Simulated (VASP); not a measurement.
A run of VASP 6.6.1:

Contents of INCAR:

```
  PREC = Accurate
  ENCUT = 520
  EDIFF = 1E-7
  ISMEAR = 0
  SIGMA = 0.1
  LREAL = Auto
  LASPH = T
  NELM = 60
  ALGO = Normal
  ISIF = 2
  LWAVE = F
  LCHARG = F
  GGA = PE
  NBANDS = 38
```

Contents of KPOINTS:

```
Automatic mesh
0
Gamma
  3 3 3
```

The input POSCAR:

```
Li16H
1.0
    6.9800000000      0.0000000000      0.0000000000
    0.0000000000      6.9800000000      0.0000000000
    0.0000000000      0.0000000000      6.9800000000
Li H
16 1
Direct
    0.0304545845      0.0103941261      0.0002253582
    0.4622166189      0.0117438395      0.0002372493
   -0.0059399713      0.5036892550      0.0000911175
   -0.0069325215     -0.0060938395      0.5001895415
    0.2454011461      0.2531359599      0.2560174785
    0.4984050143      0.5019977077      0.0001131805
    0.4991047278     -0.0043018625      0.5001664756
    0.7468065903      0.2417749284      0.2461024355
   -0.0246249284      0.5013133238      0.5001812321
    0.2469722063      0.7353833811      0.2657063037
    0.2454358166      0.2532028653      0.7440458453
    0.5171356734      0.4999406877      0.5001628940
    0.7454918338      0.7638320917      0.2368199140
    0.7467849570      0.2417260745      0.7541343840
    0.2470140401      0.7354388252      0.7344975645
    0.7454703438      0.7639300860      0.7634862464
    0.2461061605      0.1750293696      0.0000161891
```

Potentials or basis: VASP PAW PBE potentials, release 64 (Li_sv, H).

The run is started by

```sh
$ cat potpaw_PBE.64/Li_sv/POTCAR potpaw_PBE.64/H/POTCAR > POTCAR
$ mpirun -np 1 vasp_std > vasp.out
```

Hardware: 1 thread of Oxide Virtual Turin-like Processor (shared host).

Task: How long does it take, and how much memory?

Result: Run time: 8.7 min on 1 thread of Oxide Virtual Turin-like Processor, with other jobs on the host, peak memory 0.37 GiB. Counts: scf iterations 15, k points 14.
